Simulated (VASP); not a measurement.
# Te in VASP: notebook

Runs on Te. Level: PBE+D3(BJ). Tasks: single point.

All numbers are computed with VASP 6.6.1; they aren't measurements. Logs are shortened: lines on timing, memory, paths and dates and some standing lists are left out, and cuts for length are marked.

## (1) The cell of the first run

The cell holds a sheet with vacuum, 4 atoms: a = 4.451 Å, b = 4.451 Å, c = 21.000 Å, α = 90.00°, β = 90.00°, γ = 120.00°.

## (2) Single point, PBE+D3(BJ)

Input file INCAR:

```
SYSTEM = Te
ALGO = Normal
DIPOL = 0.5 0.5 0.500
EDIFF = 1E-6
ENCUT = 520
GGA = PE
IDIPOL = 3
ISIF = 2
ISMEAR = 0
IVDW = 12
LASPH = .TRUE.
LCHARG = .TRUE.
LDIPOL = .TRUE.
LELF = .TRUE.
LREAL = .FALSE.
LVACPOTAV = .TRUE.
LVHAR = .TRUE.
LWAVE = .FALSE.
NBANDS = 20
NELM = 80
PREC = Accurate
SIGMA = 0.1
```

Input file KPOINTS:

```
k-points
0
G
  6 6 1
  0 0 0
```

Input file POSCAR:

```
Te
1.0
    4.4514028000      0.0000000000      0.0000000000
   -2.2257014000      3.8550287100      0.0000000000
    0.0000000000      0.0000000000     21.0000000000
Te
4
Direct
    0.6666666700      0.3333333300      0.4185714300
    0.3333333300      0.6666666700      0.3488988800
    0.6666666700      0.3333333300      0.6511011200
    0.3333333300      0.6666666700      0.5814285700
```

Potentials or basis: VASP PAW PBE potentials, release 64 (Te).

The run is started by

```console
$ cat potpaw_PBE.64/Te/POTCAR > POTCAR
$ mpirun -np 1 vasp_std > vasp.out
```

OUTCAR:

```text
SYSTEM = Te
   EDIFF = 1E-6
   ENCUT = 520
   GGA = PE
   ISIF = 2
   ISMEAR = 0
   IVDW = 12
   LASPH = .TRUE.
   LREAL = .FALSE.
   NELM = 80
   PREC = Accurate
 IVDW          = 12

 ion  position               nearest neighbor table
   1  0.667  0.333  0.419-   2 2.96   2 2.96   2 2.96
   2  0.333  0.667  0.349-   1 2.96   1 2.96   1 2.96
   3  0.667  0.333  0.651-   4 2.96   4 2.96   4 2.96
   4  0.333  0.667  0.581-   3 2.96   3 2.96   3 2.96

  LATTYP: Found a hexagonal cell.
 ALAT       =     4.4514028000
 C/A-ratio  =     4.7176139621

  Lattice vectors:

 A1 = (   4.4514028000,   0.0000000000,   0.0000000000)
 A2 = (  -2.2257014000,   3.8550287100,   0.0000000000)
 A3 = (   0.0000000000,   0.0000000000,  21.0000000000)

Analysis of symmetry for initial positions (statically):
=====================================================================
 Subroutine PRICEL returns:
 Original cell was already a primitive cell.

 Routine SETGRP: Setting up the symmetry group for a
 hexagonal supercell.

 Subroutine GETGRP returns: Found 12 space group operations
 (whereof 12 operations were pure point group operations)
 out of a pool of 24 trial point group operations.

The static configuration has the point symmetry D_3d.

Analysis of symmetry for dynamics (positions and initial velocities):
=====================================================================
 Subroutine PRICEL returns:
 Original cell was already a primitive cell.

 Routine SETGRP: Setting up the symmetry group for a
 hexagonal supercell.

 Subroutine GETGRP returns: Found 12 space group operations
 (whereof 12 operations were pure point group operations)
 out of a pool of 24 trial point group operations.

The dynamic configuration has the point symmetry D_3d.

 Subroutine INISYM returns: Found 12 space group operations
 (whereof 12 operations are pure point group operations),
 and found     1 'primitive' translations

----------------------------------------------------------------------------------------

                                     Primitive cell

  volume of cell :     360.3660

  direct lattice vectors                    reciprocal lattice vectors
     4.451402800  0.000000000  0.000000000     0.224648284  0.129700720  0.000000000
    -2.225701400  3.855028710  0.000000000     0.000000000  0.259401440  0.000000000
     0.000000000  0.000000000 21.000000000     0.000000000  0.000000000  0.047619048

  length of vectors
     4.451402800  4.451403495 21.000000000     0.259401481  0.259401440  0.047619048
[... 65 lines left out ...]
   ENCUT  =  520.0 eV  38.22 Ry    6.18 a.u.   8.28  8.28 39.05*2*pi/ulx,y,z
   NELM   =     80;   NELMIN=  2; NELMDL= -5     # of ELM steps
   EDIFF  = 0.1E-05   stopping-criterion for ELM
   LREAL  =      F    real-space projection
[... 7 lines left out ...]
   TEBEG  =    0.0;   TEEND  =   0.0 temperature during run
   PSTRESS=    0.0 pullay stress
   NELECT =      24.0000    total number of electrons
   NUPDOWN=      -1.0000    fix difference up-down
   EMIN   =  10.00;   EMAX   =-10.00  energy-range for DOS
   EFERMI =   0.00;   METHOD = LEGACY
   ISMEAR =     0;   SIGMA  =   0.10  broadening in eV -4-tet -1-fermi 0-gaus
   EFERMI_NEDOS =   21; number of points for ismear=-14 and -15
   IALGO  =     38    algorithm
   IMIX   =      4    mixing-type and parameters
     AMIX     =   0.40;   BMIX     =  1.00
     AMIX_MAG =   1.60;   BMIX_MAG =  1.00
  volume/ion in A,a.u.               =      90.09       607.97
  Fermi-wavevector in a.u.,A,eV,Ry     =   0.663586  1.253996  5.991279  0.440347
  Thomas-Fermi vector in A             =   1.737011
   LORBIT       =      0    0 simple, 1 ext, 2 COOP (PROOUT), +10 PAW based schemes
   GGA     = PE    functional components
   LHFCALC =     F    Hartree Fock is set to
   AEXX    =    0.0000 exact exchange contribution
   IVDW    =    12    specifies the selected vdW correction
   LEPSILON=     F    determine dielectric tensor
   LRPA    =     F    only Hartree local field effects (RPA)
 non-spin polarized calculation
 Gauss-broadening in eV      SIGMA  =   0.10
  energy-cutoff  :      520.00
  volume of cell :      360.37
 maximum number of plane-waves:      9730
 NGX is ok and might be reduce to    36
   NGX = 17   NGY = 17   NGZ = 79

 number of electron      23.9999998 magnetization

 dipolmoment           0.000000      0.000000      0.000000 electrons x Angstroem

 Free energy of the ion-electron system (eV)
  ---------------------------------------------------
  ext. energy  EPLUGINS =         0.00000000
  ---------------------------------------------------
  free energy    TOTEN  =       -10.28653354 eV

  energy without entropy =      -10.25648068  energy(sigma->0) =      -10.27150711

 E-fermi :  -0.2481     XC(G=0):  -4.2200

 val. band max:       -0.2777352251   @ k =   0.1667   0.1667   0.0000
 cond. band min:      -0.1748967305   @ k =   0.3333   0.1667   0.0000
 fundamental gap:      0.1028384947
 Fermi energy:        -0.2481352510

 k-point     1 :       0.0000    0.0000    0.0000
  band No.  band energies     occupation
      1     -13.7583      2.00000
      2     -13.6570      2.00000
      3      -9.8533      2.00000
      4      -9.5792      2.00000
      5      -3.3521      2.00000
      6      -3.3521      2.00000
[... 150 lines left out ...]
     19       4.7932      0.00000
     20       4.9783      0.00000

------------------------ aborting loop because EDIFF is reached ----------------------------------------

 Edisp (eV)   -1.06484

 E8    (eV) :    -0.5032

  FORCE on cell =-STRESS in cart. coord.  units (eV):
  Direction    XX          YY          ZZ          XY          YZ          ZX
  --------------------------------------------------------------------------------------
  -------------------------------------------------------------------------------------
  Total       0.84256     0.84256    -2.79281     0.00000     0.00000     0.00000
  in kB       3.74599     3.74599   -12.41676     0.00000     0.00000     0.00000
  external pressure =       -1.64 kB  Pullay stress =        0.00 kB

 VOLUME and BASIS-vectors are now :
 -----------------------------------------------------------------------------
  energy-cutoff  :      520.00
  volume of cell :      360.37
      direct lattice vectors                 reciprocal lattice vectors
     4.451402800  0.000000000  0.000000000     0.224648284  0.129700720  0.000000000
    -2.225701400  3.855028710  0.000000000     0.000000000  0.259401440  0.000000000
     0.000000000  0.000000000 21.000000000     0.000000000  0.000000000  0.047619048

 POSITION                                       TOTAL-FORCE (eV/Angst)
 -----------------------------------------------------------------------------------
      2.22570      1.28501      8.79000         0.000000      0.000000     -0.106457
     -0.00000      2.57002      7.32688         0.000000      0.000000      0.493966
      2.22570      1.28501     13.67312        -0.000000      0.000000     -0.493966
     -0.00000      2.57002     12.21000        -0.000000     -0.000000      0.106457
 -----------------------------------------------------------------------------------
    total drift:                                0.000000     -0.000000     -0.000000

  FREE ENERGIE OF THE ION-ELECTRON SYSTEM (eV)
  ---------------------------------------------------
  free  energy   TOTEN  =       -11.3513695798 eV

  energy  without entropy=      -11.3213167164  energy(sigma->0) =      -11.33634315

 vacuum level on the upper side and lower side of the slab         3.985         3.985
```

stdout:

```text
POSCAR found type information on POSCAR Te
 POSCAR found :  1 types and       4 ions
 scaLAPACK will be used
 LDA part: xc-table for (Slater+PW92), standard interpolation
 POSCAR, INCAR and KPOINTS ok, starting setup
 FFT: planning ... GRIDC
 FFT: planning ... GRID_SOFT
 FFT: planning ... GRID
 WAVECAR not read
 entering main loop
 -----------------------------------------------------------------------------
|                                                                             |
|           W    W    AA    RRRRR   N    N  II  N    N   GGGG   !!!           |
|           W    W   A  A   R    R  NN   N  II  NN   N  G    G  !!!           |
|           W    W  A    A  R    R  N N  N  II  N N  N  G       !!!           |
|           W WW W  AAAAAA  RRRRR   N  N N  II  N  N N  G  GGG   !            |
|           WW  WW  A    A  R   R   N   NN  II  N   NN  G    G                |
|           W    W  A    A  R    R  N    N  II  N    N   GGGG   !!!           |
|                                                                             |
|     Did not find any points to average over, which means that no vacuum     |
|     field-free region was found. Please increase the size of  your cell     |
|     in the dimension of the dipole correction to obtain accurate            |
|     workfunction values.                                                    |
|                                                                             |
 -----------------------------------------------------------------------------
```

It took 63 s on 1 thread of AMD EPYC 9R45 (Zen 5), shared host; peak memory 0.41 GiB.

What came out:

```yaml
Free_energy: -11.3514 eV
Largest_force: 0.494 eV/Å
Band_gap_on_the_k_mesh: zero (band 12 reaches 0.21 eV, above the bottom of band 13 at -0.38 eV)
Dispersion_energy_per_atom: -0.266 eV
```

Forces in eV/Å, atoms in the order of the input:
```
Te   0.000  0.000 -0.106
Te   0.000  0.000  0.494
Te   0.000  0.000 -0.494
Te   0.000  0.000  0.106
```

Caveat: spin-orbit coupling is left out, which moves the levels of the heavy elements.

## (3) Single point, PBE+D3(BJ)

This run uses another cell than the first one, of 187.47 Å³/atom, 2.081 times its volume.

Input file INCAR:

```
SYSTEM = Te
ALGO = Normal ; DIPOL = 0.5 0.5 0.288
EDIFF = 1E-6 ; ENCUT = 520
GGA = PE ; IDIPOL = 3
ISIF = 2 ; ISMEAR = 0
IVDW = 12 ; LASPH = .TRUE.
LCHARG = .FALSE. ; LDIPOL = .TRUE.
LREAL = .FALSE. ; LWAVE = .FALSE.
NBANDS = 20 ; NELM = 100
PREC = Accurate ; SIGMA = 0.1
```

KPOINTS is that of step 2.

Input file POSCAR:

```
Te
1.0
    4.8710896033      0.0000000000      0.0000000000
   -2.4355448016      4.2184873405      0.0000000000
    0.0000000000      0.0000000000     36.4924940800
Te
4
Direct
    0.6666666667      0.3333333333      0.2402762958
    0.3333333333      0.6666666667      0.2174452224
    0.6666666667      0.3333333333      0.3580155821
    0.3333333333      0.6666666667      0.3351845087
```

Potentials or basis: VASP PAW PBE potentials, release 64 (Te).

The run is started by

```console
$ cat potpaw_PBE.64/Te/POTCAR > POTCAR
$ mpirun -np 1 vasp_std > vasp.out
```

Wall time 2.8 min (1 thread of AMD EPYC 9R45 (Zen 5), shared host); peak memory 0.65 GiB.

The run converged. Its results:

- Free energy: -12.3477 eV
- Largest force: 0.004 eV/Å
- Band gap on the k mesh: zero (band 12 reaches -2.24 eV, above the bottom of band 13 at -2.75 eV)
- Dispersion energy per atom: -0.233 eV

Forces in eV/Å, atoms in the order of the input:
```
Te   0.000  0.000 -0.004
Te   0.000  0.000 -0.004
Te   0.000  0.000  0.004
Te   0.000  0.000  0.004
```

Levels at points of the mesh, in eV from the Fermi level:
```csv
k point,band 10,band 11,band 12,band 13,band 14,band 15
"(0.00, 0.00, 0.00)",-2.33,-0.42,-0.40,-0.15,-0.15,-0.07
"(0.50, 0.00, 0.00)",-1.69,-1.52,-1.18,1.62,1.87,1.95
```

Caveat: spin-orbit coupling is left out, which moves the levels of the heavy elements.
